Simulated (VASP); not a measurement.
# Li12Cd4H (a cell with a defect) in VASP: single point with LDA

Aim: the single point of Li12Cd4H (a cell with a defect) with LDA.

All numbers are computed with VASP 6.6.1; they aren't measurements. Logs are shortened: lines on timing, memory, paths and dates and some standing lists are left out, and cuts for length are marked.

### Step 1. The cell of the first run

The cell holds a defect, 17 atoms: a = 6.612 Å, b = 6.612 Å, c = 6.612 Å, α = 90.00°, β = 90.00°, γ = 90.00°.

### Step 2. Single point, LDA

Input file INCAR:

```
PREC = Accurate
ENCUT = 520
EDIFF = 1E-7
ISMEAR = 0
SIGMA = 0.15
LREAL = Auto
LASPH = True
NELM = 60
ALGO = Normal
ISIF = 2
LWAVE = False
LCHARG = True
GGA = CA
LELF = True
LVHAR = True
NBANDS = 56
```

Input file KPOINTS:

```
regular mesh
0
Gamma
  3 3 3
```

Input file POSCAR:

```
Li12Cd4H
1.0
    6.6123880000      0.0000000000      0.0000000000
    0.0000000000      6.6123880000      0.0000000000
    0.0000000000      0.0000000000      6.6123880000
Li Cd H
12 4 1
Direct
    0.2490811187      0.2575036432      0.2350026949
    0.7540585943      0.7735241792      0.7189824614
    0.4953257431      0.4999455567      0.4919551000
    0.7539793491      0.7761149225      0.2686844753
    0.2489412297      0.2595228834      0.7520526624
    0.0366189945     -0.0000470329      0.4945667133
    0.7541038124      0.2262987290      0.7188991330
    0.2491077354      0.7423538970      0.2349674580
   -0.0300189584      0.4998947430     -0.0040540573
    0.2489670903      0.7403375301      0.7520815475
    0.7540194254      0.2237258310      0.2687535880
    0.4953007900     -0.0000639708     -0.0077062931
    0.0026486649     -0.0000665418     -0.0072465500
    0.5197223756      0.4998861228     -0.0051616753
    0.4596265373     -0.0000827235      0.4946964697
    0.0025896847      0.4999694513      0.4921963139
    0.7574141142     -0.0000544433      0.4915514637
```

Potentials or basis: VASP PAW LDA potentials, release 64 (Li_sv, Cd, H).

Started as:

```bash
> cat potpaw_LDA.64/Li_sv/POTCAR potpaw_LDA.64/Cd/POTCAR potpaw_LDA.64/H/POTCAR > POTCAR
> mpirun -np 1 vasp_std > vasp.out
```

OUTCAR:

```text
PREC = Accurate
   ENCUT = 520
   EDIFF = 1E-7
   ISMEAR = 0
   LREAL = Auto
   LASPH = True
   NELM = 60
   ISIF = 2
   GGA = CA

 ion  position               nearest neighbor table
   1  0.249  0.258  0.235-  15 2.79  16 2.85  13 2.85  14 2.88
   2  0.754  0.774  0.719-  13 2.87  16 2.87  15 2.87  14 3.00
   3  0.495  0.500  0.492-
   4  0.754  0.776  0.269-  15 2.87  16 2.87  13 2.87  14 3.00
   5  0.249  0.260  0.752-  15 2.79  13 2.85  16 2.85  14 2.88
   6  0.037  1.000  0.495-  15 2.80
   7  0.754  0.226  0.719-  13 2.87  16 2.87  15 2.87  14 3.00
   8  0.249  0.742  0.235-  15 2.79  16 2.85  13 2.85  14 2.88
   9  0.970  0.500  0.996-  14 2.98
  10  0.249  0.740  0.752-  15 2.79  13 2.85  16 2.85  14 2.88
  11  0.754  0.224  0.269-  15 2.87  16 2.87  13 2.87  14 3.00
  12  0.495  1.000  0.992-
  13  0.003  1.000  0.993-   1 2.85   8 2.85   5 2.85  10 2.85   2 2.87   7 2.87   4 2.87  11 2.87

  14  0.520  0.500  0.995-   1 2.88   8 2.88   5 2.88  10 2.88   9 2.98   2 3.00   7 3.00   4 3.00
                            11 3.00
  15  0.460  1.000  0.495-  17 1.97  10 2.79   5 2.79   8 2.79   1 2.79   6 2.80  11 2.87   4 2.87
                             7 2.87   2 2.87
  16  0.003  0.500  0.492-   8 2.85   1 2.85  10 2.85   5 2.85   4 2.87  11 2.87   2 2.87   7 2.87

  17  0.757  1.000  0.492-  15 1.97

  LATTYP: Found a simple cubic cell.
 ALAT       =     6.6123880000

  Lattice vectors:

 A1 = (   6.6123880000,   0.0000000000,   0.0000000000)
 A2 = (   0.0000000000,   6.6123880000,   0.0000000000)
 A3 = (   0.0000000000,   0.0000000000,   6.6123880000)

Analysis of symmetry for initial positions (statically):
=====================================================================
 Subroutine PRICEL returns:
 Original cell was already a primitive cell.

 Routine SETGRP: Setting up the symmetry group for a
 simple cubic supercell.

 Subroutine GETGRP returns: Found  1 space group operations
 (whereof  1 operations were pure point group operations)
 out of a pool of 48 trial point group operations.

The static configuration has the point symmetry C_1 .

Analysis of symmetry for dynamics (positions and initial velocities):
=====================================================================
 Subroutine PRICEL returns:
 Original cell was already a primitive cell.

 Routine SETGRP: Setting up the symmetry group for a
 simple cubic supercell.

 Subroutine GETGRP returns: Found  1 space group operations
 (whereof  1 operations were pure point group operations)
 out of a pool of 48 trial point group operations.

The dynamic configuration has the point symmetry C_1 .

 Subroutine INISYM returns: Found  1 space group operations
 (whereof  1 operations are pure point group operations),
 and found     1 'primitive' translations

----------------------------------------------------------------------------------------

                                     Primitive cell

  volume of cell :     289.1179

  direct lattice vectors                    reciprocal lattice vectors
     6.612388000  0.000000000  0.000000000     0.151231295  0.000000000  0.000000000
     0.000000000  6.612388000  0.000000000     0.000000000  0.151231295  0.000000000
     0.000000000  0.000000000  6.612388000     0.000000000  0.000000000  0.151231295

  length of vectors
     6.612388000  6.612388000  6.612388000     0.151231295  0.151231295  0.151231295

  position of ions in fractional coordinates (direct lattice)
     0.249081119  0.257503643  0.235002695
     0.754058594  0.773524179  0.718982461
     0.495325743  0.499945557  0.491955100
     0.753979349  0.776114922  0.268684475
     0.248941230  0.259522883  0.752052662
     0.036618995  0.999952967  0.494566713
[... 9 lines left out ...]
     0.002589685  0.499969451  0.492196314
     0.757414114  0.999945557  0.491551464

  ion indices of the primitive-cell ions
   primitive index   ion index
                 1           1
                 2           2
                 3           3
                 4           4
                 5           5
                 6           6
[... 9 lines left out ...]
                16          16
                17          17

----------------------------------------------------------------------------------------

 KPOINTS: regular mesh

Automatic generation of k-mesh.
 Grid dimensions read from file:
 generate k-points for:    3    3    3

 Generating k-lattice:

  Cartesian coordinates                     Fractional coordinates (reciprocal lattice)
     0.050410432  0.000000000  0.000000000     0.333333333  0.000000000  0.000000000
     0.000000000  0.050410432  0.000000000     0.000000000  0.333333333  0.000000000
     0.000000000  0.000000000  0.050410432     0.000000000  0.000000000  0.333333333

  Length of vectors
     0.050410432  0.050410432  0.050410432

  Shift w.r.t. Gamma in fractional coordinates (k-lattice)
     0.000000000  0.000000000  0.000000000

 Subroutine IBZKPT returns following result:
 ===========================================

 Found     14 irreducible k-points:

 Following reciprocal coordinates:
            Coordinates               Weight
  0.000000  0.000000  0.000000      1.000000
  0.333333  0.000000  0.000000      2.000000
  0.000000  0.333333  0.000000      2.000000
  0.000000  0.000000  0.333333      2.000000
  0.333333  0.333333  0.000000      2.000000
  0.000000  0.333333  0.333333      2.000000
  0.333333  0.000000  0.333333      2.000000
 -0.333333  0.333333  0.000000      2.000000
 -0.333333  0.000000  0.333333      2.000000
  0.000000 -0.333333  0.333333      2.000000
  0.333333  0.333333  0.333333      2.000000
 -0.333333  0.333333  0.333333      2.000000
 -0.333333 -0.333333  0.333333      2.000000
  0.333333 -0.333333  0.333333      2.000000
   k-points           NKPTS =     14   k-points in BZ     NKDIM =     14   number of bands    NBANDS=     56
   number of dos      NEDOS =    301   number of ions     NIONS =     17
   total plane-waves  NPLWV = 125000
   dimension x,y,z NGX =    50 NGY =   50 NGZ =   50
   dimension x,y,z NGXF=   100 NGYF=  100 NGZF=  100
   ions per type =              12   4   1
   NGX,Y,Z   is equivalent  to a cutoff of  12.57, 12.57, 12.57 a.u.
   NGXF,Y,Z  is equivalent  to a cutoff of  25.14, 25.14, 25.14 a.u.
 SYSTEM =  unknown system
   PREC   = accura    normal or accurate (medium, high low for compatibility)
   ISTART =      0    job   : 0-new  1-cont  2-samecut
   ICHARG =      2    charge: 1-file 2-atom 10-const
   ISPIN  =      1    spin polarized calculation?
   LNONCOLLINEAR =      F non collinear calculations
   LSORBIT =      F    spin-orbit coupling
   LASPH  =      T    aspherical Exc in radial PAW
   ENCUT  =  520.0 eV  38.22 Ry    6.18 a.u.  12.29 12.29 12.29*2*pi/ulx,y,z
   NELM   =     60;   NELMIN=  2; NELMDL= -5     # of ELM steps
   EDIFF  = 0.1E-06   stopping-criterion for ELM
   LREAL  =      T    real-space projection
   EDIFFG = 0.1E-05   stopping-criterion for IOM
   NSW    =      0    number of steps for IOM
   IBRION =     -1    ionic relax: 0-MD 1-quasi-New 2-CG
   NFREE  =      0    steps in history (QN), initial steepest desc. (CG)
   ISIF   =      2    stress and relaxation
   ISYM   =      2    0-nonsym 1-usesym 2-fastsym
   POTIM  = 0.5000    time-step for ionic-motion
   TEBEG  =    0.0;   TEEND  =   0.0 temperature during run
   PSTRESS=    0.0 pullay stress
   NELECT =      85.0000    total number of electrons
   NUPDOWN=      -1.0000    fix difference up-down
   EMIN   =  10.00;   EMAX   =-10.00  energy-range for DOS
   EFERMI =   0.00;   METHOD = LEGACY
   ISMEAR =     0;   SIGMA  =   0.15  broadening in eV -4-tet -1-fermi 0-gaus
   EFERMI_NEDOS =   21; number of points for ismear=-14 and -15
   IALGO  =     38    algorithm
   IMIX   =      4    mixing-type and parameters
     AMIX     =   0.40;   BMIX     =  1.00
     AMIX_MAG =   1.60;   BMIX_MAG =  1.00
  volume/ion in A,a.u.               =      17.01       114.77
  Fermi-wavevector in a.u.,A,eV,Ry     =   1.088569  2.057098 16.122679  1.184983
  Thomas-Fermi vector in A             =   2.224754
   LORBIT       =      0    0 simple, 1 ext, 2 COOP (PROOUT), +10 PAW based schemes
   GGA     = CA    functional components
   LHFCALC =     F    Hartree Fock is set to
   AEXX    =    0.0000 exact exchange contribution
   IVDW    =     0    specifies the selected vdW correction
   LEPSILON=     F    determine dielectric tensor
   LRPA    =     F    only Hartree local field effects (RPA)
 non-spin polarized calculation
 Gauss-broadening in eV      SIGMA  =   0.15
  energy-cutoff  :      520.00
  volume of cell :      289.12
 maximum number of plane-waves:      7809
 NGX is ok and might be reduce to    50
   NGX = 25   NGY = 25   NGZ = 25

 number of electron      85.0000001 magnetization

 Free energy of the ion-electron system (eV)
  ---------------------------------------------------
  ext. energy  EPLUGINS =         0.00000000
  ---------------------------------------------------
  free energy    TOTEN  =       -37.49473970 eV

  energy without entropy =      -37.45708551  energy(sigma->0) =      -37.47591260

 E-fermi :   1.4820     XC(G=0):  -8.8041

 val. band max:        1.4133555406   @ k =   0.0000   0.3333   0.0000
 cond. band min:       1.5745870299   @ k =   0.0000  -0.3333   0.3333
 fundamental gap:      0.1612314894
 Fermi energy:         1.4820445981

 k-point     1 :       0.0000    0.0000    0.0000
  band No.  band energies     occupation
      1     -44.0985      2.00000
      2     -44.0176      2.00000
      3     -44.0169      2.00000
      4     -43.8722      2.00000
      5     -43.8389      2.00000
      6     -43.8357      2.00000
[... 46 lines left out ...]
     53       5.2383      0.00000
     54       5.4644      0.00000

 k-point     2 :       0.3333    0.0000    0.0000
  band No.  band energies     occupation
      1     -44.0985      2.00000
      2     -44.0176      2.00000
      3     -44.0169      2.00000
      4     -43.8722      2.00000
      5     -43.8389      2.00000
      6     -43.8357      2.00000
[... 46 lines left out ...]
     53       5.4523      0.00000
     54       5.5554      0.00000

 k-point     3 :       0.0000    0.3333    0.0000
  band No.  band energies     occupation
      1     -44.0985      2.00000
      2     -44.0174      2.00000
      3     -44.0171      2.00000
      4     -43.8722      2.00000
      5     -43.8387      2.00000
      6     -43.8359      2.00000
[... 46 lines left out ...]
     53       5.2304      0.00000
     54       5.4832      0.00000
[... 514 lines left out ...]
 k-point    13 :      -0.3333   -0.3333    0.3333
  band No.  band energies     occupation
      1     -44.0985      2.00000
      2     -44.0173      2.00000
      3     -44.0171      2.00000
      4     -43.8721      2.00000
      5     -43.8387      2.00000
      6     -43.8358      2.00000
[... 46 lines left out ...]
     53       5.0856      0.00000
     54       5.7751      0.00000

 k-point    14 :       0.3333   -0.3333    0.3333
  band No.  band energies     occupation
      1     -44.0985      2.00000
      2     -44.0173      2.00000
      3     -44.0171      2.00000
      4     -43.8721      2.00000
      5     -43.8387      2.00000
      6     -43.8358      2.00000
[... 46 lines left out ...]
     53       5.0854      0.00000
     54       5.7792      0.00000
 [bands above 54 left out]

------------------------ aborting loop because EDIFF is reached ----------------------------------------

  FORCE on cell =-STRESS in cart. coord.  units (eV):
  Direction    XX          YY          ZZ          XY          YZ          ZX
  --------------------------------------------------------------------------------------
  -------------------------------------------------------------------------------------
  Total       -1.6266960     -4.4719418     -4.4581335     -0.0001013      0.0010177     -0.0149746
  in kB       -9.0145075    -24.7817367    -24.7052163     -0.0005614      0.0056396     -0.0829831
  external PRESSURE =     -19.5004868 kB  Pullay stress =       0.0000000 kB

 VOLUME and BASIS-vectors are now :
 -----------------------------------------------------------------------------
  energy-cutoff  :      520.00
  volume of cell :      289.12
      direct lattice vectors                 reciprocal lattice vectors
     6.612388000  0.000000000  0.000000000     0.151231295  0.000000000  0.000000000
     0.000000000  6.612388000  0.000000000     0.000000000  0.151231295  0.000000000
     0.000000000  0.000000000  6.612388000     0.000000000  0.000000000  0.151231295

 POSITION                                       TOTAL-FORCE (eV/Angst)
 -----------------------------------------------------------------------------------
      1.64702      1.70271      1.55393         0.001584      0.001213     -0.001109
      4.98613      5.11484      4.75419         0.000426      0.003308      0.001586
      3.27529      3.30583      3.25300         0.003114     -0.000508      0.002971
      4.98560      5.13197      1.77665        -0.002964     -0.006201     -0.003234
      1.64610      1.71607      4.97286         0.000923     -0.002475      0.001878
      0.24214      6.61208      3.27027         0.000112     -0.001202      0.001223
[... 9 lines left out ...]
      0.01712      3.30599      3.25459        -0.001063     -0.000426      0.002311
      5.00832      6.61203      3.25033         0.021195      0.000108      0.002256
 -----------------------------------------------------------------------------------
    total drift:                                0.007784      0.001809      0.012241

  FREE ENERGIE OF THE ION-ELECTRON SYSTEM (eV)
  ---------------------------------------------------
  free  energy   TOTEN  =       -37.4947396986 eV

  energy  without entropy=      -37.4570855058  energy(sigma->0) =      -37.47591260
```

Run time: 4.8 min. Hardware: 1 thread of AMD EPYC 7R43 (Zen 3), shared host; peak memory 0.32 GiB.

What came out:

```
Free energy   : -37.4947 eV
Largest force : 0.025 eV/Å
```

Forces in eV/Å, atoms in the order of the input:
```
Li   0.002  0.001 -0.001
Li   0.000  0.003  0.002
Li   0.003 -0.001  0.003
Li  -0.003 -0.006 -0.003
Li   0.001 -0.002  0.002
Li   0.000 -0.001  0.001
Li   0.000 -0.002  0.003
Li   0.001 -0.001 -0.001
Li   0.002  0.001 -0.005
Li   0.000  0.003  0.002
Li  -0.003  0.006 -0.005
Li   0.001  0.000  0.003
Cd  -0.001  0.000  0.000
Cd   0.002  0.000 -0.003
Cd  -0.025  0.000 -0.003
Cd  -0.001  0.000  0.002
H    0.021  0.000  0.002
```

Caveat: the cutoff is under 1.25 times the usual one of these potentials, so pressure, stress and relaxed cells hold a basis-set (Pulay) error.
